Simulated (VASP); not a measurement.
# Na (Fm-3m) in VASP: a series of runs

Runs on Na. Level: PBE. Tasks: single point, relaxation of cell and atoms.

Everything below comes from runs of VASP 6.6.1. Logs are shortened: lines on timing, memory, paths and dates and some standing lists are left out, and cuts for length are marked.

## (1) The cell of the first run

The structure is cubic, space group Fm-3m (No. 225). Conventional cell: a = 5.288 Å, b = 5.288 Å, c = 5.288 Å, α = 90.00°, β = 90.00°, γ = 90.00°. Na (site symmetry m-3m) has 12 Na at 3.74 Å within 4.9 Å.

## (2) Single point, PBE

INCAR

```
PREC = Accurate
ENCUT = 520
EDIFF = 1E-6
ISMEAR = -1
SIGMA = 0.08
LREAL = F
LASPH = T
NELM = 100
ALGO = Normal
ISIF = 2
LWAVE = F
LCHARG = F
GGA = PE
NBANDS = 10
```

KPOINTS

```
regular mesh
0
Gamma
  13 13 13
```

POSCAR

```
Na
1.0
    0.0000000000      2.6440235555      2.6440235555
    2.6440235555      0.0000000000      2.6440235555
    2.6440235555      2.6440235555      0.0000000000
Na
1
Direct
    0.0000000000      0.0000000000      0.0000000000
```

Potentials or basis: VASP PAW PBE potentials, release 64 (Na_pv).

Launch:

```console
$ cat potpaw_PBE.64/Na_pv/POTCAR > POTCAR
$ mpirun -np 1 vasp_std > vasp.out
```

OUTCAR:

```text
PREC = Accurate
   ENCUT = 520
   EDIFF = 1E-6
   ISMEAR = -1
   LREAL = F
   LASPH = T
   NELM = 100
   ISIF = 2
   GGA = PE

 ion  position               nearest neighbor table
   1  0.000  0.000  0.000-

  LATTYP: Found a face centered cubic cell.
 ALAT       =     5.2880471110

  Lattice vectors:

 A1 = (   0.0000000000,   2.6440235555,   2.6440235555)
 A2 = (   2.6440235555,   0.0000000000,   2.6440235555)
 A3 = (   2.6440235555,   2.6440235555,   0.0000000000)

Analysis of symmetry for initial positions (statically):
=====================================================================
 Subroutine PRICEL returns:
 Original cell was already a primitive cell.

 Routine SETGRP: Setting up the symmetry group for a
 face centered cubic supercell.

 Subroutine GETGRP returns: Found 48 space group operations
 (whereof 48 operations were pure point group operations)
 out of a pool of 48 trial point group operations.

The static configuration has the point symmetry O_h .

Analysis of symmetry for dynamics (positions and initial velocities):
=====================================================================
 Subroutine PRICEL returns:
 Original cell was already a primitive cell.

 Routine SETGRP: Setting up the symmetry group for a
 face centered cubic supercell.

 Subroutine GETGRP returns: Found 48 space group operations
 (whereof 48 operations were pure point group operations)
 out of a pool of 48 trial point group operations.

The dynamic configuration has the point symmetry O_h .

 Subroutine INISYM returns: Found 48 space group operations
 (whereof 48 operations are pure point group operations),
 and found     1 'primitive' translations

----------------------------------------------------------------------------------------

                                     Primitive cell

  volume of cell :      36.9680

  direct lattice vectors                    reciprocal lattice vectors
     0.000000000  2.644023556  2.644023556    -0.189105728  0.189105728  0.189105728
     2.644023556  0.000000000  2.644023556     0.189105728 -0.189105728  0.189105728
     2.644023556  2.644023556  0.000000000     0.189105728  0.189105728 -0.189105728

  length of vectors
     3.739213971  3.739213971  3.739213971     0.327540729  0.327540729  0.327540729

  position of ions in fractional coordinates (direct lattice)
     0.000000000  0.000000000  0.000000000

  ion indices of the primitive-cell ions
   primitive index   ion index
                 1           1

----------------------------------------------------------------------------------------

 KPOINTS: regular mesh

Automatic generation of k-mesh.
 Grid dimensions read from file:
 generate k-points for:   13   13   13

 Generating k-lattice:

  Cartesian coordinates                     Fractional coordinates (reciprocal lattice)
    -0.014546594  0.014546594  0.014546594     0.076923077  0.000000000  0.000000000
     0.014546594 -0.014546594  0.014546594     0.000000000  0.076923077  0.000000000
     0.014546594  0.014546594 -0.014546594     0.000000000  0.000000000  0.076923077

  Length of vectors
     0.025195441  0.025195441  0.025195441

  Shift w.r.t. Gamma in fractional coordinates (k-lattice)
     0.000000000  0.000000000  0.000000000

 Subroutine IBZKPT returns following result:
 ===========================================

 Found     84 irreducible k-points:

 Following reciprocal coordinates:
            Coordinates               Weight
  0.000000  0.000000  0.000000      1.000000
  0.076923  0.000000  0.000000      8.000000
  0.153846  0.000000  0.000000      8.000000
  0.230769  0.000000  0.000000      8.000000
  0.307692  0.000000  0.000000      8.000000
  0.384615  0.000000  0.000000      8.000000
[... 16 lines left out ...]
  0.384615  0.153846  0.000000     24.000000
  0.461538  0.153846  0.000000     24.000000
 [... further k-points ...]
   k-points           NKPTS =     84   k-points in BZ     NKDIM =     84   number of bands    NBANDS=     10
   number of dos      NEDOS =    301   number of ions     NIONS =      1
   total plane-waves  NPLWV =  21952
   dimension x,y,z NGX =    28 NGY =   28 NGZ =   28
   dimension x,y,z NGXF=    56 NGYF=   56 NGZF=   56
   ions per type =               1
   NGX,Y,Z   is equivalent  to a cutoff of  12.45, 12.45, 12.45 a.u.
   NGXF,Y,Z  is equivalent  to a cutoff of  24.90, 24.90, 24.90 a.u.
 SYSTEM =  unknown system
   PREC   = accura    normal or accurate (medium, high low for compatibility)
   ISTART =      0    job   : 0-new  1-cont  2-samecut
   ICHARG =      2    charge: 1-file 2-atom 10-const
   ISPIN  =      1    spin polarized calculation?
   LNONCOLLINEAR =      F non collinear calculations
   LSORBIT =      F    spin-orbit coupling
   LASPH  =      T    aspherical Exc in radial PAW
   ENCUT  =  520.0 eV  38.22 Ry    6.18 a.u.   6.95  6.95  6.95*2*pi/ulx,y,z
   NELM   =    100;   NELMIN=  2; NELMDL= -5     # of ELM steps
   EDIFF  = 0.1E-05   stopping-criterion for ELM
   LREAL  =      F    real-space projection
   EDIFFG = 0.1E-04   stopping-criterion for IOM
   NSW    =      0    number of steps for IOM
   IBRION =     -1    ionic relax: 0-MD 1-quasi-New 2-CG
   NFREE  =      0    steps in history (QN), initial steepest desc. (CG)
   ISIF   =      2    stress and relaxation
   ISYM   =      2    0-nonsym 1-usesym 2-fastsym
   POTIM  = 0.5000    time-step for ionic-motion
   TEBEG  =    0.0;   TEEND  =   0.0 temperature during run
   PSTRESS=    0.0 pullay stress
   NELECT =       7.0000    total number of electrons
   NUPDOWN=      -1.0000    fix difference up-down
   EMIN   =  10.00;   EMAX   =-10.00  energy-range for DOS
   EFERMI =   0.00;   METHOD = LEGACY
   ISMEAR =    -1;   SIGMA  =   0.08  broadening in eV -4-tet -1-fermi 0-gaus
   EFERMI_NEDOS =   21; number of points for ismear=-14 and -15
   IALGO  =     38    algorithm
   IMIX   =      4    mixing-type and parameters
     AMIX     =   0.40;   BMIX     =  1.00
     AMIX_MAG =   1.60;   BMIX_MAG =  1.00
  volume/ion in A,a.u.               =      36.97       249.47
  Fermi-wavevector in a.u.,A,eV,Ry     =   0.940082  1.776497 12.024194  0.883753
  Thomas-Fermi vector in A             =   2.067458
   LORBIT       =      0    0 simple, 1 ext, 2 COOP (PROOUT), +10 PAW based schemes
   GGA     = PE    functional components
   LHFCALC =     F    Hartree Fock is set to
   AEXX    =    0.0000 exact exchange contribution
   IVDW    =     0    specifies the selected vdW correction
   LEPSILON=     F    determine dielectric tensor
   LRPA    =     F    only Hartree local field effects (RPA)
 non-spin polarized calculation
  energy-cutoff  :      520.00
  volume of cell :       36.97
 maximum number of plane-waves:      1010
   NGX = 13   NGY = 13   NGZ = 13

 number of electron       6.9999995 magnetization

 Free energy of the ion-electron system (eV)
  ---------------------------------------------------
  ext. energy  EPLUGINS =         0.00000000
  ---------------------------------------------------
  free energy    TOTEN  =        -1.31488546 eV

  energy without entropy =       -1.30313924  energy(sigma->0) =       -1.30901235

 E-fermi :   0.3470     XC(G=0):  -6.5091

 val. band max:        0.2469878271   @ k =   0.3846   0.3846   0.0000
 cond. band min:       0.3673117658   @ k =  -0.3077   0.2308   0.0769
 fundamental gap:      0.1203239387
 Fermi energy:         0.3470342224

 k-point     1 :       0.0000    0.0000    0.0000
  band No.  band energies     occupation
      1     -24.5584      2.00000
      2     -24.5584      2.00000
      3     -24.5584      2.00000
      4      -2.9482      2.00000
      5      11.4474      0.00000
      6      11.4474      0.00000
      7      11.4474      0.00000
      8      12.5480      0.00000
      9      13.0294      0.00000
     10      13.0294      0.00000

 k-point     2 :       0.0769    0.0000    0.0000
  band No.  band energies     occupation
      1     -24.5604      2.00000
      2     -24.5587      2.00000
      3     -24.5587      2.00000
      4      -2.8494      2.00000
      5       9.9936      0.00000
      6      11.2465      0.00000
      7      11.2465      0.00000
      8      12.6011      0.00000
      9      13.3845      0.00000
     10      13.3845      0.00000

 k-point     3 :       0.1538    0.0000    0.0000
  band No.  band energies     occupation
      1     -24.5661      2.00000
      2     -24.5595      2.00000
      3     -24.5595      2.00000
      4      -2.5543      2.00000
      5       8.1047      0.00000
      6      10.9076      0.00000
      7      10.9076      0.00000
      8      12.2125      0.00000
      9      14.0330      0.00000
     10      14.0330      0.00000

 k-point     4 :       0.2308    0.0000    0.0000
  band No.  band energies     occupation
      1     -24.5740      2.00000
      2     -24.5606      2.00000
      3     -24.5606      2.00000
      4      -2.0661      2.00000
      5       6.2981      0.00000
      6      10.6384      0.00000
      7      10.6384      0.00000
      8      11.8697      0.00000
      9      13.3289      0.00000
     10      13.3289      0.00000
[... 222 lines left out ...]
 k-point    22 :       0.3077    0.1538    0.0000
  band No.  band energies     occupation
      1     -24.5778      2.00000
      2     -24.5639      2.00000
      3     -24.5636      2.00000
      4      -1.5183      2.00000
      5       5.9986      0.00000
      6       9.0105      0.00000
      7       9.0205      0.00000
      8      10.1657      0.00000
      9      12.8608      0.00000
     10      15.2671      0.00000

 k-point    23 :       0.3846    0.1538    0.0000
  band No.  band energies     occupation
      1     -24.5844      2.00000
      2     -24.5654      2.00000
      3     -24.5648      2.00000
      4      -0.7863      2.00000
      5       4.4003      0.00000
      6       8.4462      0.00000
      7       8.9387      0.00000
      8       9.9286      0.00000
      9      14.0636      0.00000
     10      14.4892      0.00000

 k-point    24 :       0.4615    0.1538    0.0000
  band No.  band energies     occupation
      1     -24.5892      2.00000
      2     -24.5671      2.00000
      3     -24.5652      2.00000
      4       0.1202      1.88908
      5       2.9470      0.00000
      6       7.9173      0.00000
      7       9.0174      0.00000
      8       9.9270      0.00000
      9      13.8632      0.00000
     10      14.7180      0.00000

 [... further k-points ...]
[... 5 lines left out ...]
  --------------------------------------------------------------------------------------
  -------------------------------------------------------------------------------------
  Total       -0.0005326     -0.0005326     -0.0005326      0.0000000      0.0000000     -0.0000000
  in kB       -0.0230841     -0.0230841     -0.0230841      0.0000000      0.0000000     -0.0000000
  external PRESSURE =      -0.0230841 kB  Pullay stress =       0.0000000 kB

 VOLUME and BASIS-vectors are now :
 -----------------------------------------------------------------------------
  energy-cutoff  :      520.00
  volume of cell :       36.97
      direct lattice vectors                 reciprocal lattice vectors
     0.000000000  2.644023556  2.644023556    -0.189105728  0.189105728  0.189105728
     2.644023556  0.000000000  2.644023556     0.189105728 -0.189105728  0.189105728
     2.644023556  2.644023556  0.000000000     0.189105728  0.189105728 -0.189105728

 POSITION                                       TOTAL-FORCE (eV/Angst)
 -----------------------------------------------------------------------------------
      0.00000      0.00000      0.00000         0.000000      0.000000     -0.000000
 -----------------------------------------------------------------------------------
    total drift:                               -0.000000     -0.000000     -0.000000

  FREE ENERGIE OF THE ION-ELECTRON SYSTEM (eV)
  ---------------------------------------------------
  free  energy   TOTEN  =        -1.3148854587 eV

  energy  without entropy=       -1.3031392371  energy(sigma->0) =       -1.30901235
```

It took 6.9 s on 1 thread of Intel Xeon 6975P-C (Granite Rapids), shared host; peak memory 0.15 GiB.

What came out:

```
Free energy : -1.3149 eV
Pressure    : 0.0 GPa
```

## (3) Relaxation of cell and atoms, PBE

INCAR

```
PREC     = Accurate       # precision mode
ENCUT    = 600            # plane-wave cutoff, eV
EDIFF    = 1E-6           # SCF threshold, eV
ISMEAR   = -1             # smearing method
SIGMA    = 0.08           # smearing width, eV
LREAL    = False          # projectors in reciprocal space
LASPH    = True           # aspherical terms in the spheres
NELM     = 100            # most SCF steps
ALGO     = Normal         # electronic algorithm
ISIF     = 3              # what is computed and relaxed
LWAVE    = False          # write WAVECAR
LCHARG   = False          # write CHGCAR
GGA      = PE             # functional
IBRION   = 2              # ionic algorithm
NSW      = 60             # ionic steps
EDIFFG   = -0.005         # ionic threshold
```

KPOINTS

```
Automatic mesh
0
Gamma
  13 13 13
```

POSCAR is that of step 2.

Potentials or basis: VASP PAW PBE potentials, release 64 (Na_pv).

Launch:

```console
$ cat potpaw_PBE.64/Na_pv/POTCAR > POTCAR
$ mpirun -np 1 vasp_std > vasp.out
```

OUTCAR:

```text
PREC = Accurate
   ENCUT = 600
   EDIFF = 1E-6
   ISMEAR = -1
   LREAL = False
   LASPH = True
   NELM = 100
   ISIF = 3
   GGA = PE
   IBRION = 2
   NSW = 60
   EDIFFG = -0.005

 ion  position               nearest neighbor table
   1  0.000  0.000  0.000-

  LATTYP: Found a face centered cubic cell.
 ALAT       =     5.2880471110

  Lattice vectors:

 A1 = (   0.0000000000,   2.6440235555,   2.6440235555)
 A2 = (   2.6440235555,   0.0000000000,   2.6440235555)
 A3 = (   2.6440235555,   2.6440235555,   0.0000000000)

Analysis of symmetry for initial positions (statically):
=====================================================================
 Subroutine PRICEL returns:
 Original cell was already a primitive cell.

 Routine SETGRP: Setting up the symmetry group for a
 face centered cubic supercell.

 Subroutine GETGRP returns: Found 48 space group operations
 (whereof 48 operations were pure point group operations)
[... 157 lines left out ...]
  ext. energy  EPLUGINS =         0.00000000
  ---------------------------------------------------
  free energy    TOTEN  =        -1.31488313 eV

  energy without entropy =       -1.30313678  energy(sigma->0) =       -1.30900995

 E-fermi :   0.3471     XC(G=0):  -6.5091

 val. band max:        0.2470126791   @ k =   0.3846   0.3846   0.0000
 cond. band min:       0.3673362249   @ k =  -0.3077   0.2308   0.0769
 fundamental gap:      0.1203235458
 Fermi energy:         0.3470592367

 k-point     1 :       0.0000    0.0000    0.0000
  band No.  band energies     occupation
      1     -24.5586      2.00000
      2     -24.5586      2.00000
      3     -24.5586      2.00000
      4      -2.9481      2.00000
      5      11.4475      0.00000
      6      11.4475      0.00000
      7      11.4475      0.00000
[... 221 lines left out ...]
 k-point    24 :       0.4615    0.1538    0.0000
  band No.  band energies     occupation
      1     -24.5894      2.00000
      2     -24.5673      2.00000
      3     -24.5653      2.00000
      4       0.1203      1.88908
      5       2.9471      0.00000
      6       7.9174      0.00000
      7       9.0174      0.00000

 [... further k-points ...]
[... 5 lines left out ...]
  --------------------------------------------------------------------------------------
  -------------------------------------------------------------------------------------
  Total        0.0025759      0.0025759      0.0025759     -0.0000000     -0.0000000      0.0000000
  in kB        0.1116395      0.1116395      0.1116395     -0.0000000     -0.0000000      0.0000000
  external PRESSURE =       0.1116395 kB  Pullay stress =       0.0000000 kB

 VOLUME and BASIS-vectors are now :
 -----------------------------------------------------------------------------
  energy-cutoff  :      600.00
  volume of cell :       36.97
      direct lattice vectors                 reciprocal lattice vectors
     0.000000000  2.644023556  2.644023556    -0.189105728  0.189105728  0.189105728
     2.644023556  0.000000000  2.644023556     0.189105728 -0.189105728  0.189105728
     2.644023556  2.644023556  0.000000000     0.189105728  0.189105728 -0.189105728

 POSITION                                       TOTAL-FORCE (eV/Angst)
 -----------------------------------------------------------------------------------
      0.00000      0.00000      0.00000         0.000000      0.000000      0.000000
 -----------------------------------------------------------------------------------
    total drift:                               -0.000000     -0.000000      0.000000

  FREE ENERGIE OF THE ION-ELECTRON SYSTEM (eV)
  ---------------------------------------------------
  free  energy   TOTEN  =        -1.3148831259 eV

  energy  without entropy=       -1.3031367802  energy(sigma->0) =       -1.30900995

 reached required accuracy - stopping structural energy minimisation
```

CONTCAR:

```text
Na
   1.00000000000000
     0.0000000000000000    2.6440235555000000    2.6440235555000000
     2.6440235555000000    0.0000000000000000    2.6440235555000000
     2.6440235555000000    2.6440235555000000    0.0000000000000000
  Na
     1
Direct
     0.0000000000000000    0.0000000000000000    0.0000000000000000

  0.00000000E+00  0.00000000E+00  0.00000000E+00
```

Run time: 7.7 s. Hardware: 1 thread of Intel Xeon 6975P-C (Granite Rapids), shared host; peak memory 0.16 GiB.

Results:

* Free energy: -1.3149 eV
* Pressure after relaxing: 0.0 GPa

Final structure:
```xyz
1
Lattice="0.0000 2.6440 2.6440 2.6440 0.0000 2.6440 2.6440 2.6440 0.0000" Properties=species:S:1:pos:R:3 pbc="T T T"
Na    0.0000    0.0000    0.0000
```

Caveat: the relaxation stopped at its first step, so nothing moved.
